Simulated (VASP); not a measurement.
Here is a VASP 6.6.1 calculation.

The input INCAR:

```
SYSTEM = GdIr2Cl
  PREC = Accurate
  ENCUT = 520
  EDIFF = 1E-6
  ISMEAR = 0
  SIGMA = 0.1
  LREAL = .False.
  LASPH = .True.
  NELM = 150
  ALGO = Normal
  ISIF = 2
  LWAVE = .False.
  LCHARG = .False.
  ISPIN = 2
  MAGMOM = 7 1 1 0
  LORBIT = 11
  LMAXMIX = 6
  GGA = PE
  NBANDS = 34
```

File KPOINTS:

```
Automatic mesh
0
Gamma
  6 6 4
  0 0 0
```

The input POSCAR:

```
GdIr2Cl
1.0
    4.7873500152      0.0000000000      0.0000000000
   -2.3936750076      4.1459667299      0.0000000000
    0.0000000000      0.0000000000      5.4484100624
Gd Ir Cl
1 2 1
Direct
    0.0000000000      0.0000000000      0.5000000000
    0.3333333333      0.6666666667      0.5000000000
    0.6666666667      0.3333333333      0.5000000000
    0.0000000000      0.0000000000      0.0000000000
```

Potentials or basis: VASP PAW PBE potentials, release 64 (Gd, Ir, Cl).

The run is started by

```console
$ cat potpaw_PBE.64/Gd/POTCAR potpaw_PBE.64/Ir/POTCAR potpaw_PBE.64/Cl/POTCAR > POTCAR
$ mpirun -np 1 vasp_std > vasp.out
```

**Question.** Estimate the net moment.

**Answer.** 8.75 μB per cell.

**Question.** Predict the pressure.

**Answer.** 0.7 GPa.

Stress tensor (GPa, compression positive):
```
 1.46  0.00  0.00
 0.00  1.46  0.00
 0.00  0.00 -0.71
```

Caveat: a cell with one magnetic atom can't hold antiferromagnetic order, which such compounds often take. The state reached can hang on the start; a lower one may exist.
